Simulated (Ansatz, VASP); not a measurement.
**AlP in VASP and in Ansatz**

Contents of INCAR:

```
SYSTEM = AlP
PREC     = Accurate       ! precision mode
ENCUT    = 500            ! plane-wave cutoff, eV
EDIFF    = 1E-6           ! SCF threshold, eV
ISMEAR   = 0              ! smearing method
SIGMA    = 0.01           ! smearing width, eV
LREAL    = .False.        ! projectors in reciprocal space
LASPH    = .True.         ! aspherical terms in the spheres
NELM     = 120            ! most SCF steps
ALGO     = Normal         ! electronic algorithm
ISIF     = 2              ! what is computed and relaxed
LWAVE    = .False.        ! write WAVECAR
LCHARG   = .False.        ! write CHGCAR
GGA      = PE             ! functional
NBANDS   = 11             ! bands
GGA_COMPAT= .False.
```

Contents of KPOINTS:

```
regular mesh
0
Gamma
  8 8 8
  0 0 0
```

The input POSCAR:

```
AlP
1.0
    0.0000000000      2.7536744975      2.7536744975
    2.7536744975      0.0000000000      2.7536744975
    2.7536744975      2.7536744975      0.0000000000
Al P
1 1
Direct
    0.0000000000      0.0000000000      0.0000000000
    0.2500000000      0.2500000000      0.2500000000
```

Input for Ansatz:

```yaml
crystal:
  lattice:
    - [0.0, 2.7536744975, 2.7536744975]
    - [2.7536744975, 0.0, 2.7536744975]
    - [2.7536744975, 2.7536744975, 0.0]
  atoms:
    - { symbol: Al, position: [0.0, 0.0, 0.0] }
    - { symbol: P, position: [0.25, 0.25, 0.25] }
basis:
  ecutwfc: 420
kpoints:
  mp_grid: { grid: [8, 8, 8] }
  band_path:
    path:
      - [0.0, 0.0, 0.0]
      - [0.0, 0.0, 0.0]
      - [0.0, 0.0, 0.0]
      - [0.0, 0.0, 0.0]
      - [0.0, 0.0, 0.0]
      - [0.0, 0.0, 0.0]
      - [0.0, 0.0, 0.0]
      - [0.0, 0.0, 0.0]
      - [0.0, 0.0, 0.0]
      - [0.0, 0.0, 0.0]
      - [0.0, 0.0, 0.0]
      - [0.0, 0.0, 0.0]
      - [0.0, 0.0, 0.0]
      - [0.0, 0.0, 0.0]
      - [0.0, 0.0, 0.0]
      - [0.0, 0.0, 0.0]
      - [0.0, 0.0, 0.0]
      - [0.0, 0.0, 0.0]
      - [0.0, 0.0, 0.0]
      - [0.0, 0.0, 0.0]
      - [0.0, 0.0, 0.0]
      - [0.0, 0.0, 0.0]
      - [0.0, 0.0, 0.0]
      - [0.0, 0.0, 0.0]
      - [0.0, 0.0, 0.0]
      - [0.0, 0.0, 0.0]
      - [0.3, 0.3, 0.0]
      - [0.3166666667, 0.3166666667, 0.0]
      - [0.3333333333, 0.3333333333, 0.0]
      - [0.35, 0.35, 0.0]
      - [0.3666666667, 0.3666666667, 0.0]
      - [0.3833333333, 0.3833333333, 0.0]
      - [0.4, 0.4, 0.0]
      - [0.4166666667, 0.4166666667, 0.0]
      - [0.4333333333, 0.4333333333, 0.0]
      - [0.45, 0.45, 0.0]
      - [0.4666666667, 0.4666666667, 0.0]
      - [0.4833333333, 0.4833333333, 0.0]
      - [0.5, 0.5, 0.0]
      - [0.5, 0.5, 0.5]
      - [0.5, 0.5, 0.5]
      - [0.5, 0.5, 0.5]
      - [0.5, 0.5, 0.5]
      - [0.5, 0.5, 0.5]
      - [0.5, 0.5, 0.5]
      - [0.5, 0.5, 0.5]
      - [0.5, 0.5, 0.5]
      - [0.5, 0.5, 0.5]
      - [0.5, 0.5, 0.5]
      - [0.5, 0.5, 0.5]
      - [0.5, 0.5, 0.5]
      - [0.5, 0.5, 0.5]
    npoints: 1
hamiltonian:
  xc: pbe
  pseudopotentials: { kind: paw, azcp: { folder: soft_1 } }
scf:
  occupations: { method: fixed }
  n_extra_bands: 5
output:
  eigenvalues: true
```

Alike in both runs: task single point; functional PBE; k mesh 8 × 8 × 8; no spin polarisation.

```csv
,VASP,Ansatz
version,VASP 6.6.1,Ansatz 0.2.0
potentials or method,"VASP PAW PBE potentials, release 64 (Al, P), cutoff 500 eV","scalar-relativistic, plane waves, PAW"
occupations,"gaussian, width 0.01 eV",fixed
valence electrons in the cell,8,8
```

|  | VASP | Ansatz | Ansatz less VASP |
| --- | --- | --- | --- |
| gap on the k mesh at the Fermi level (eV) | 1.63 | 1.63 | +0.002 |
| least direct gap on the mesh (eV) | 3.09 | 3.09 | +0.003 |
